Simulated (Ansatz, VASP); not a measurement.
Two plane-wave programs on ZnCd2O3

```
Zn Cd O
1.0
     3.48343    0.00000    0.00000
    -1.74172    3.01674    0.00000
     0.00000    0.00000    8.72212
Zn Cd O
1 2 3
Direct
  0.00000 0.00000 0.33459
  0.33333 0.66667 0.01422
  0.66667 0.33333 0.66007
  0.66667 0.33333 0.91230
  0.00000 0.00000 0.55969
  0.33333 0.66667 0.26913
```

Alike in both runs: task single point; functional PBE; k mesh 6 × 6 × 2; occupations gaussian, width 0.1 eV; no spin polarisation.

|  | VASP | Ansatz |
| --- | --- | --- |
| version | VASP 6.6.1 | Ansatz 0.2.0 |
| potentials or method | VASP PAW PBE potentials, release 64 (Zn, Cd_sv_GW, O), cutoff 700 eV | scalar-relativistic, plane waves, PAW |
| valence electrons in the cell | 70 | 70 |

VASP gave:

| Quantity | Value |
| --- | --- |
| gap on the k mesh at the Fermi level (eV) | none |
| pressure (GPa) | 0.1 |
| traceless stress, the component that is largest in VASP (GPa) | 0.10 |
| rms of the force components (eV/Å) | 0.019 |

Q: Which values does Ansatz return?

A: gap on the k mesh at the Fermi level (eV): none; pressure (GPa): 0.0; traceless stress, the component that is largest in VASP (GPa): 0.01; rms of the force components (eV/Å): 0.004.

Atom by atom the forces differ by 0.017 eV/Å (rms over components). A gap of «none» marks a metal or a gap that the smearing closes.

The k mesh is coarse, so the values compare programs but aren't converged.
